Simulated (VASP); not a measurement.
InPd, 2 atoms in the cell. Symmetry: Pm-3m, No. 221, cubic system. Conventional cell: a = 3.305 Å, b = 3.305 Å, c = 3.305 Å, α = 90.00°, β = 90.00°, γ = 90.00°. Within 3.8 Å of In (site symmetry m-3m) lie 8 Pd at 2.86 Å and 6 In at 3.30 Å. Pd (site symmetry m-3m) has 8 In at 2.86 Å and 6 Pd at 3.30 Å within 3.8 Å. 

| Property | Result |
| --- | --- |
| Program | VASP 6.6.1 |
| Task | single point |
| Functional | PBE |
| Potentials or basis | VASP PAW PBE potentials, release 64 (In_d, Pd) |
| Cutoff | 500 eV |
| k mesh | 12 × 12 × 12 |
| Occupations | gaussian, width 0.1 eV |
| Spin | no spin polarisation |
| Dipole correction | no |
| Further INCAR settings | ALGO = Normal; EDIFF = 1e-06; NBANDS = 18 |

Potentials or basis: VASP PAW PBE potentials, release 64 (In_d, Pd).

The run is started by

```console
$ cat potpaw_PBE.64/In_d/POTCAR potpaw_PBE.64/Pd/POTCAR > POTCAR
$ mpirun -np 1 vasp_std > vasp.out
```

Hardware: 1 thread of Intel(R) Xeon(R) 6975P-C (Granite Rapids), on a shared host.

Q: Estimate the wall time of this run.

A: Wall time 11 s on 1 thread of Intel(R) Xeon(R) 6975P-C (Granite Rapids) (shared host), peak memory 0.17 GiB. Counts: scf iterations 12, k points 84.
